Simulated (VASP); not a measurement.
The system is BeGeSb2.

```
Be Sb Ge
1.0
     3.99528    0.00000    0.00000
     0.00000    3.99528    0.00000
     0.00000    0.00000    5.65018
Be Sb Ge
1 2 1
Direct
  0.00000 0.00000 0.00000
  0.00000 0.50000 0.25000
  0.50000 0.00000 0.75000
  0.50000 0.50000 0.50000
```

- Program: VASP 6.6.1
- Task: relaxation of cell and atoms
- Functional: PBEsol
- Potentials or basis: VASP PAW PBE potentials, release 64 (Be, Sb, Ge_d)
- Cutoff: 600 eV
- k mesh: 6 × 6 × 4
- Occupations: fermi-dirac, width 0.03 eV
- Spin: no spin polarisation

At the start: pressure 11.2 GPa; volume 22.55 Å³/atom.

**Question.** How do energy, volume and symmetry change on relaxing?

**Answer.** Over 15 steps the energy falls by 208.5 meV/atom and the volume is 25.09 Å³/atom (+11.3 %); space group P-4m2 (No. 115, to 0.1 Å) before and after.

The path:
```
step  energy change (eV)  largest force (eV/Å)  pressure (GPa)  volume (Å³)
   1              0.0000                3.0702           11.22        90.19
   2             -0.6116                0.1819           -5.09       112.42
   3             -0.7342                0.8184           -1.81       104.90
   4             -0.7342                0.8503           -1.67       104.59
   5             -0.8112                0.4286           -0.66       101.81
   6             -0.8279                0.0461            0.79        99.00
   7             -0.8301                0.0799            0.43        99.71
   8             -0.8331                0.0123           -0.05       100.51
   9             -0.8330                0.0412           -0.25       100.78
  10             -0.8331                0.0287           -0.20       100.66
  11             -0.8341                0.0205           -0.06       100.43
  12             -0.8342                0.0176           -0.01       100.34
  13             -0.8342                0.0175            0.02       100.33
  14             -0.8342                0.0058           -0.08       100.38
  15             -0.8342                0.0076           -0.04       100.37
```

Final structure:
```
CELL_PARAMETERS angstrom
4.16228 0.00000 0.00000
0.00000 4.16228 0.00000
0.00000 0.00000 5.79367
ATOMIC_POSITIONS crystal
Be 0.00000 0.00000 0.00000
Sb 0.00000 0.50000 0.21677
Sb 0.50000 0.00000 0.78323
Ge 0.50000 0.50000 0.50000
```

Caveat: the PAW data sets were made with another functional, which shifts forces and pressure a little.
